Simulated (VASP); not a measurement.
# Sb (P-1) in VASP: a series of runs

The runs below take Sb through single point, with PBE.

Program: VASP 6.6.1. These are calculated values, not measurements. Logs are shortened: lines on timing, memory, paths and dates and some standing lists are left out, and cuts for length are marked.

## (1) The cell of the first run

The typed cell holds 2 atoms: a = 4.507 Å, b = 4.507 Å, c = 4.507 Å, α = 57.11°, β = 57.11°, γ = 57.11°.

## (2) Single point, PBE

INCAR

```
SYSTEM = Sb
PREC     = Accurate       ! precision mode
ENCUT    = 520            ! plane-wave cutoff, eV
EDIFF    = 1E-7           ! SCF threshold, eV
ISMEAR   = 1              ! smearing method
SIGMA    = 0.1            ! smearing width, eV
LREAL    = .False.        ! projectors in reciprocal space
LASPH    = .True.         ! aspherical terms in the spheres
NELM     = 60             ! most SCF steps
ALGO     = Normal         ! electronic algorithm
ISIF     = 2              ! what is computed and relaxed
LWAVE    = .False.        ! write WAVECAR
LCHARG   = .False.        ! write CHGCAR
GGA      = PE             ! functional
NBANDS   = 12             ! bands
```

KPOINTS

```
Automatic mesh
0
Gamma
  7 7 7
  0 0 0
```

POSCAR

```
Sb
1.0
    2.1542000000      1.2437279499      3.7580000000
   -2.1542000000      1.2437279499      3.7580000000
    0.0000000000     -2.4874558998      3.7580000000
Sb
2
Direct
    0.7676430000      0.7550740000      0.7647910000
    0.2500380000      0.2274410000      0.2223170000
```

Potentials or basis: VASP PAW PBE potentials, release 64 (Sb).

Launch:

```
cat potpaw_PBE.64/Sb/POTCAR > POTCAR
mpirun -np 1 vasp_std > vasp.out
```

OUTCAR:

```text
SYSTEM = Sb
   PREC = Accurate
   ENCUT = 520
   EDIFF = 1E-7
   ISMEAR = 1
   LREAL = .False.
   LASPH = .True.
   NELM = 60
   ISIF = 2
   GGA = PE

 ion  position               nearest neighbor table
   1  0.768  0.755  0.765-   2 2.89   2 2.93   2 2.97   2 3.29   2 3.33   2 3.36
   2  0.250  0.227  0.222-   1 2.89   1 2.93   1 2.97   1 3.29   1 3.33   1 3.36

  LATTYP: Found a trigonal (rhomboedric) cell.
 ALAT       =     4.5066618304
 COS(alpha) =     0.5430253624

  Lattice vectors:

 A1 = (   2.1542000000,   1.2437279499,   3.7580000000)
 A2 = (  -2.1542000000,   1.2437279499,   3.7580000000)
 A3 = (   0.0000000000,  -2.4874558998,   3.7580000000)

Analysis of symmetry for initial positions (statically):
=====================================================================
 Subroutine PRICEL returns:
 Original cell was already a primitive cell.

 Routine SETGRP: Setting up the symmetry group for a
 trigonal (rhombohedral) supercell.

 Subroutine GETGRP returns: Found  2 space group operations
 (whereof  1 operations were pure point group operations)
 out of a pool of 12 trial point group operations.

The static configuration has the point symmetry C_1 .
 The point group associated with its full space group is S_2 .

Analysis of symmetry for dynamics (positions and initial velocities):
=====================================================================
 Subroutine PRICEL returns:
 Original cell was already a primitive cell.

 Routine SETGRP: Setting up the symmetry group for a
 trigonal (rhombohedral) supercell.

 Subroutine GETGRP returns: Found  2 space group operations
 (whereof  1 operations were pure point group operations)
 out of a pool of 12 trial point group operations.

The dynamic configuration has the point symmetry C_1 .
 The point group associated with its full space group is S_2 .

 Subroutine INISYM returns: Found  2 space group operations
 (whereof  1 operations are pure point group operations),
 and found     1 'primitive' translations

----------------------------------------------------------------------------------------

                                     Primitive cell

  volume of cell :      60.4115

  direct lattice vectors                    reciprocal lattice vectors
     2.154200000  1.243727950  3.758000000     0.232104726  0.134005726  0.088699663
    -2.154200000  1.243727950  3.758000000    -0.232104726  0.134005726  0.088699663
     0.000000000 -2.487455900  3.758000000     0.000000000 -0.268011452  0.088699663

[... 93 lines left out ...]
   PSTRESS=    0.0 pullay stress
   NELECT =      10.0000    total number of electrons
   NUPDOWN=      -1.0000    fix difference up-down
   EMIN   =  10.00;   EMAX   =-10.00  energy-range for DOS
   EFERMI =   0.00;   METHOD = LEGACY
   ISMEAR =     1;   SIGMA  =   0.10  broadening in eV -4-tet -1-fermi 0-gaus
   EFERMI_NEDOS =   21; number of points for ismear=-14 and -15
   IALGO  =     38    algorithm
   IMIX   =      4    mixing-type and parameters
     AMIX     =   0.40;   BMIX     =  1.00
     AMIX_MAG =   1.60;   BMIX_MAG =  1.00
  volume/ion in A,a.u.               =      30.21       203.84
  Fermi-wavevector in a.u.,A,eV,Ry     =   0.898880  1.698637 10.993305  0.807985
  Thomas-Fermi vector in A             =   2.021644
   LORBIT       =      0    0 simple, 1 ext, 2 COOP (PROOUT), +10 PAW based schemes
   GGA     = PE    functional components
   LHFCALC =     F    Hartree Fock is set to
   AEXX    =    0.0000 exact exchange contribution
   IVDW    =     0    specifies the selected vdW correction
   LEPSILON=     F    determine dielectric tensor
   LRPA    =     F    only Hartree local field effects (RPA)
 non-spin polarized calculation
 Methfessel and Paxton  Order N= 1 SIGMA  =   0.10
  energy-cutoff  :      520.00
  volume of cell :       60.41
 maximum number of plane-waves:      1635
 NGX is ok and might be reduce to    36
   NGX = 17   NGY = 17   NGZ = 17

 number of electron      10.0000000 magnetization

 Free energy of the ion-electron system (eV)
  ---------------------------------------------------
  ext. energy  EPLUGINS =         0.00000000
  ---------------------------------------------------
  free energy    TOTEN  =        -8.27004664 eV

  energy without entropy =       -8.27050234  energy(sigma->0) =       -8.27019854

 E-fermi :   7.1192     XC(G=0):  -9.5374

 val. band max:        7.0720307022   @ k =   0.4286   0.2857   0.2857
 cond. band min:       7.2436008817   @ k =   0.0000   0.0000   0.4286
 fundamental gap:      0.1715701796
 Fermi energy:         7.1191819498

 k-point     1 :       0.0000    0.0000    0.0000
  band No.  band energies     occupation
      1      -5.4088      2.00000
      2       2.4622      2.00000
      3       5.1458      2.00000
      4       5.4613      2.00000
      5       5.5944      2.00000
      6       9.5023      0.00000
      7       9.8924      0.00000
      8      10.1326      0.00000
      9      12.2422      0.00000
     10      12.3578      0.00000
     11      12.4157      0.00000
     12      13.8995      0.00000
[... 331 lines left out ...]
 k-point    24 :       0.1429    0.0000    0.4286
  band No.  band energies     occupation
      1      -3.7386      2.00000
      2      -1.1619      2.00000
      3       4.2087      2.00000
      4       4.7024      2.00000
      5       5.5732      2.00000
      6       8.7573     -0.00000
      7       8.8108     -0.00000
      8       9.5415      0.00000
      9      12.3005      0.00000
     10      14.9782      0.00000
     11      16.0675      0.00000
     12      16.3878      0.00000

 [... further k-points ...]

------------------------ aborting loop because EDIFF is reached ----------------------------------------

  FORCE on cell =-STRESS in cart. coord.  units (eV):
  Direction    XX          YY          ZZ          XY          YZ          ZX
  --------------------------------------------------------------------------------------
  -------------------------------------------------------------------------------------
  Total        1.0548148      0.9365669      0.6138265      0.0506822     -0.2114068     -0.1081661
  in kB       27.9748242     24.8387609     16.2793386      1.3441455     -5.6067347     -2.8686810
  external PRESSURE =      23.0309746 kB  Pullay stress =       0.0000000 kB

 VOLUME and BASIS-vectors are now :
 -----------------------------------------------------------------------------
  energy-cutoff  :      520.00
  volume of cell :       60.41
      direct lattice vectors                 reciprocal lattice vectors
     2.154200000  1.243727950  3.758000000     0.232104726  0.134005726  0.088699663
    -2.154200000  1.243727950  3.758000000    -0.232104726  0.134005726  0.088699663
     0.000000000 -2.487455900  3.758000000     0.000000000 -0.268011452  0.088699663

 POSITION                                       TOTAL-FORCE (eV/Angst)
 -----------------------------------------------------------------------------------
      0.02708     -0.00854      8.59646         0.059121      0.103062     -0.000196
      0.04868      0.04085      2.62983        -0.059121     -0.103062      0.000196
 -----------------------------------------------------------------------------------
    total drift:                               -0.000000      0.000000      0.000000

  FREE ENERGIE OF THE ION-ELECTRON SYSTEM (eV)
  ---------------------------------------------------
  free  energy   TOTEN  =        -8.2700466430 eV

  energy  without entropy=       -8.2705023405  energy(sigma->0) =       -8.27019854
```

OSZICAR:

```text
N       E                     dE             d eps       ncg     rms          rms(c)
DAV:   1     0.343844495830E+02    0.34384E+02   -0.35837E+03  4128   0.656E+02
DAV:   2    -0.638717758962E+01   -0.40772E+02   -0.39426E+02  5432   0.108E+02
DAV:   3    -0.825360160888E+01   -0.18664E+01   -0.18498E+01  5016   0.252E+01
DAV:   4    -0.826967056317E+01   -0.16069E-01   -0.16067E-01  4796   0.284E+00
DAV:   5    -0.826986975649E+01   -0.19919E-03   -0.19919E-03  5072   0.344E-01    0.296E+00
DAV:   6    -0.826980039994E+01    0.69357E-04   -0.19592E-03  4896   0.309E-01    0.178E+00
DAV:   7    -0.826989286463E+01   -0.92465E-04   -0.50366E-03  4876   0.477E-01    0.800E-02
DAV:   8    -0.827002508641E+01   -0.13222E-03   -0.14808E-04  5164   0.756E-02    0.180E-02
DAV:   9    -0.827004476397E+01   -0.19678E-04   -0.21832E-05  4808   0.280E-02    0.379E-03
DAV:  10    -0.827004640055E+01   -0.16366E-05   -0.14190E-06  5016   0.691E-03    0.898E-04
DAV:  11    -0.827004657131E+01   -0.17075E-06   -0.13370E-07  4472   0.214E-03    0.533E-04
DAV:  12    -0.827004664297E+01   -0.71658E-07   -0.18413E-08  2796   0.779E-04
   1 F= -.82700466E+01 E0= -.82701985E+01  d E =0.455698E-03
```

stdout:

```text
POSCAR found type information on POSCAR Sb
 POSCAR found :  1 types and       2 ions
 scaLAPACK will be used
 LDA part: xc-table for (Slater+PW92), standard interpolation
 POSCAR, INCAR and KPOINTS ok, starting setup
 FFT: planning ... GRIDC
 FFT: planning ... GRID_SOFT
 FFT: planning ... GRID
 WAVECAR not read
 entering main loop
```

Wall time 4.8 min (1 thread of Intel Xeon 8259CL, shared host); peak memory 0.24 GiB.

What came out:

```yaml
Free_energy: -8.2700 eV
Pressure: 2.3 GPa
Largest_force: 0.119 eV/Å
```

Forces on the atoms (eV/Å):
```
Sb   0.059  0.103  0.000
Sb  -0.059 -0.103  0.000
```

Stress tensor (GPa, compression positive):
```
 2.80  0.13 -0.29
 0.13  2.48 -0.56
-0.29 -0.56  1.63
```

Levels at points of the mesh, in eV from the Fermi level:
```csv
k point,band 2,band 3,band 4,band 5,band 6,band 7,band 8,band 9
"(0.00, 0.00, 0.00)",-4.66,-1.97,-1.66,-1.52,2.38,2.77,3.01,5.12
```

Caveat: spin-orbit coupling is left out, which moves the levels of the heavy elements.

## (3) Single point, PBE

INCAR

```
PREC = Accurate
ENCUT = 520
EDIFF = 1E-6
ISMEAR = 1
SIGMA = 0.1
LREAL = False
LASPH = True
NELM = 80
ALGO = Normal
ISIF = 2
LWAVE = False
LCHARG = False
GGA = PE
NBANDS = 12
```

KPOINTS

```
Automatic mesh
0
Gamma
  9 9 9
```

POSCAR is that of step 2.

Potentials or basis: VASP PAW PBE potentials, release 64 (Sb).

Launch:

```
cat potpaw_PBE.64/Sb/POTCAR > POTCAR
mpirun -np 1 vasp_std > vasp.out
```

OUTCAR:

```text
PREC = Accurate
   ENCUT = 520
   EDIFF = 1E-6
   ISMEAR = 1
   LREAL = False
   LASPH = True
   NELM = 80
   ISIF = 2
   GGA = PE

 ion  position               nearest neighbor table
   1  0.768  0.755  0.765-   2 2.89   2 2.93   2 2.97   2 3.29   2 3.33   2 3.36
   2  0.250  0.227  0.222-   1 2.89   1 2.93   1 2.97   1 3.29   1 3.33   1 3.36

  LATTYP: Found a trigonal (rhomboedric) cell.
 ALAT       =     4.5066618304
 COS(alpha) =     0.5430253624

  Lattice vectors:

[... 550 lines left out ...]
------------------------ aborting loop because EDIFF is reached ----------------------------------------

  FORCE on cell =-STRESS in cart. coord.  units (eV):
  Direction    XX          YY          ZZ          XY          YZ          ZX
  --------------------------------------------------------------------------------------
  -------------------------------------------------------------------------------------
  Total        1.0378079      0.8839972      0.6592300      0.0526083     -0.1999568     -0.0982022
  in kB       27.5237834     23.4445577     17.4834881      1.3952297     -5.3030705     -2.6044280
  external PRESSURE =      22.8172764 kB  Pullay stress =       0.0000000 kB

 VOLUME and BASIS-vectors are now :
 -----------------------------------------------------------------------------
  energy-cutoff  :      520.00
  volume of cell :       60.41
      direct lattice vectors                 reciprocal lattice vectors
     2.154200000  1.243727950  3.758000000     0.232104726  0.134005726  0.088699663
    -2.154200000  1.243727950  3.758000000    -0.232104726  0.134005726  0.088699663
     0.000000000 -2.487455900  3.758000000     0.000000000 -0.268011452  0.088699663

 POSITION                                       TOTAL-FORCE (eV/Angst)
 -----------------------------------------------------------------------------------
      0.02708     -0.00854      8.59646         0.059943      0.105352     -0.021957
      0.04868      0.04085      2.62983        -0.059943     -0.105352      0.021957
 -----------------------------------------------------------------------------------
    total drift:                               -0.000000      0.000000      0.000000

  FREE ENERGIE OF THE ION-ELECTRON SYSTEM (eV)
  ---------------------------------------------------
  free  energy   TOTEN  =        -8.2566791967 eV

  energy  without entropy=       -8.2566463416  energy(sigma->0) =       -8.25666824
```

OSZICAR:

```text
N       E                     dE             d eps       ncg     rms          rms(c)
DAV:   1     0.342586184704E+02    0.34259E+02   -0.35453E+03  8760   0.653E+02
DAV:   2    -0.635033322076E+01   -0.40609E+02   -0.39189E+02 11504   0.107E+02
DAV:   3    -0.824002001712E+01   -0.18897E+01   -0.18752E+01 10704   0.252E+01
DAV:   4    -0.825642077196E+01   -0.16401E-01   -0.16397E-01 10168   0.283E+00
DAV:   5    -0.825661996896E+01   -0.19920E-03   -0.19919E-03 10732   0.343E-01    0.296E+00
DAV:   6    -0.825644991299E+01    0.17006E-03   -0.20882E-03 10408   0.315E-01    0.179E+00
DAV:   7    -0.825652596252E+01   -0.76050E-04   -0.52211E-03 10268   0.484E-01    0.807E-02
DAV:   8    -0.825665386734E+01   -0.12790E-03   -0.13985E-04 10740   0.732E-02    0.214E-02
DAV:   9    -0.825667785463E+01   -0.23987E-04   -0.30423E-05 10124   0.326E-02    0.403E-03
DAV:  10    -0.825667901996E+01   -0.11653E-05   -0.21415E-06 10608   0.828E-03    0.128E-03
DAV:  11    -0.825667919668E+01   -0.17672E-06   -0.27025E-07  5828   0.317E-03
   1 F= -.82566792E+01 E0= -.82566682E+01  d E =-.328551E-04
```

Run time: 8.6 min. Hardware: 1 thread of Intel Xeon 8259CL, shared host; peak memory 0.34 GiB.

What came out:

```
Free energy            : -8.2567 eV
Pressure               : 2.3 GPa
Largest force          : 0.123 eV/Å
Band gap on the k mesh : zero (bands 5 and 6 overlap by 0.08 eV)
```

Forces on the atoms (eV/Å):
```
Sb   0.060  0.105 -0.022
Sb  -0.060 -0.105  0.022
```

Stress tensor (GPa, compression positive):
```
 2.75  0.14 -0.26
 0.14  2.34 -0.53
-0.26 -0.53  1.75
```

Caveat: spin-orbit coupling is left out, which moves the levels of the heavy elements.

## (4) Single point, PBE

INCAR

```
SYSTEM = Sb
PREC = Accurate ; ENCUT = 520
EDIFF = 1E-6 ; ISMEAR = 1
SIGMA = 0.1 ; LREAL = .FALSE.
LASPH = .TRUE. ; NELM = 60
ALGO = Normal ; ISIF = 2
LWAVE = .FALSE. ; LCHARG = .TRUE.
GGA = PE ; LELF = .TRUE.
LVHAR = .TRUE. ; NBANDS = 12
```

KPOINTS

```
regular mesh
0
G
  10 10 10
  0 0 0
```

POSCAR is that of step 3.

Launch:

```
cat potpaw_PBE.64/Sb/POTCAR > POTCAR
mpirun -np 1 vasp_std > vasp.out
```

It took 12 min on 1 thread of Intel Xeon 8259CL, shared host; peak memory 0.41 GiB.

The run converged. Its results:

* Free energy: -8.2544 eV
* Pressure: 2.3 GPa
* Largest force: 0.127 eV/Å
* Band gap on the k mesh: zero (bands 5 and 6 overlap by 0.26 eV)

Forces in eV/Å, atoms in the order of the input:
```
Sb   0.060  0.108 -0.028
Sb  -0.060 -0.108  0.028
```

Stress tensor (GPa, compression positive):
```
 2.70  0.13 -0.28
 0.13  2.44 -0.53
-0.28 -0.53  1.65
```

Levels at points of the mesh, in eV from the Fermi level:
```
           k point  band 3  band 4  band 5  band 6  band 7  band 8
(0.00, 0.00, 0.00)   -2.11   -1.80   -1.66    2.24    2.64    2.88
(0.50, 0.00, 0.00)   -1.82   -1.75   -0.25   -0.09    0.11    0.37
(0.00, 0.50, 0.00)   -1.79   -1.75   -0.28   -0.18    0.12    0.42
(0.00, 0.00, 0.50)   -1.84   -1.65   -0.41   -0.26    0.20    0.43
(0.50, 0.50, 0.00)   -5.56   -3.73   -3.62    1.56    4.95    5.52
(0.50, 0.00, 0.50)   -5.46   -3.79   -3.59    1.63    4.95    5.44
(0.00, 0.50, 0.50)   -5.38   -3.81   -3.58    1.69    4.94    5.39
(0.50, 0.50, 0.50)   -1.35   -1.04   -0.36   -0.04    0.26    1.08
```

Caveat: spin-orbit coupling is left out, which moves the levels of the heavy elements.

[end of part 1 of 2]

The gap in the log of VASP goes by the Fermi energy; the results here count the filled bands.